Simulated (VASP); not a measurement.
Write the native input for VASP 6.6.1 that does the following.

```yaml
Task: single point
Functional: PBEsol
Potentials_or_basis: VASP PAW PBE potentials, release 64 (P)
Cutoff: 500 eV
k_mesh: 21 × 21 × 21
Occupations: fermi-dirac, width 0.1 eV
Spin: no spin polarisation
Dipole_correction: no
Further_INCAR_settings: ALGO = Normal; EDIFF = 1e-06; NBANDS = 8
```

The structure of P lies in POSCAR:

```
P
1.0
    2.4164520610      0.0000000000      0.0000000000
    0.0000000000      2.4164520610      0.0000000000
    0.0000000000      0.0000000000      2.4164520610
P
1
Direct
    0.0000000000      0.0000000000      0.0000000000
```

One way to write it, as run:

INCAR

```
PREC = Accurate
ENCUT = 500
EDIFF = 1E-6
ISMEAR = -1
SIGMA = 0.1
LREAL = False
LASPH = True
NELM = 120
ALGO = Normal
ISIF = 2
LWAVE = False
LCHARG = False
GGA = PS
NBANDS = 8
GGA_COMPAT = False
```

KPOINTS

```
regular mesh
0
Gamma
  21 21 21
```

Potentials or basis: VASP PAW PBE potentials, release 64 (P).

The run is started by

```console
$ cat potpaw_PBE.64/P/POTCAR > POTCAR
$ mpirun -np 1 vasp_std > vasp.out
```

Results of the run:

```json
{
 "Pressure": "1.0 GPa"
}
```

Caveat: the PAW data sets were made with another functional, which shifts forces and pressure a little.

Wall time 40 s on 1 thread of AMD EPYC 7R13, on a shared host, peak memory 0.1 GiB.
